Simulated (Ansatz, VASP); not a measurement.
**Rh: VASP beside Ansatz**

Contents of INCAR:

```
SYSTEM = Rh
ALGO = Normal
EDIFF = 1E-6
ENCUT = 520
GGA = PE
ISIF = 2
ISMEAR = -1
LASPH = .True.
LCHARG = .False.
LREAL = .False.
LWAVE = .False.
NBANDS = 14
NELM = 60
PREC = Accurate
SIGMA = 0.03
```

Contents of KPOINTS:

```
k-points
0
Gamma
  8 8 8
  0 0 0
```

File POSCAR:

```
Rh
1.0
    0.0000000000      1.8978500000      1.8978500000
    1.8978500000      0.0000000000      1.8978500000
    1.8978500000      1.8978500000      0.0000000000
Rh
1
Direct
    0.0000000000      0.0000000000      0.0000000000
```

input.yaml

```yaml
crystal:
  lattice:
    - [0.0, 1.89785, 1.89785]
    - [1.89785, 0.0, 1.89785]
    - [1.89785, 1.89785, 0.0]
  atoms:
    - { symbol: Rh, position: [0.0, 0.0, 0.0] }
kpoints:
  mp_grid: { grid: [8, 8, 8] }
scf:
  occupations: { method: fermi_dirac, width: 0.03 }
hamiltonian:
  xc: pbe
  pseudopotentials: { kind: all_electron, lapw: { basis_error: 0.003 } }
output:
  forces: true
  stress: true
  eigenvalues: true
```

Alike in both runs: task single point; functional PBE; k mesh 8 × 8 × 8; occupations fermi-dirac, width 0.03 eV; no spin polarisation.

|  | VASP | Ansatz |
| --- | --- | --- |
| version | VASP 6.6.1 | Ansatz 0.2.0 |
| potentials or method | VASP PAW PBE potentials, release 64 (Rh_pv), cutoff 520 eV | all-electron LAPW, scalar-relativistic |

```tsv
	VASP	Ansatz	Ansatz less VASP
gap on the k mesh at the Fermi level (eV)	none	none	-
pressure (GPa)	8.3	8.2	-0.09
```

A gap of «none» marks a metal or a gap that the smearing closes. Ansatz ran all-electron here, and VASP with PAW potentials.

Noted on Ansatz's run: the k mesh is thin for a metal, which can move the energy by tens of meV per atom.
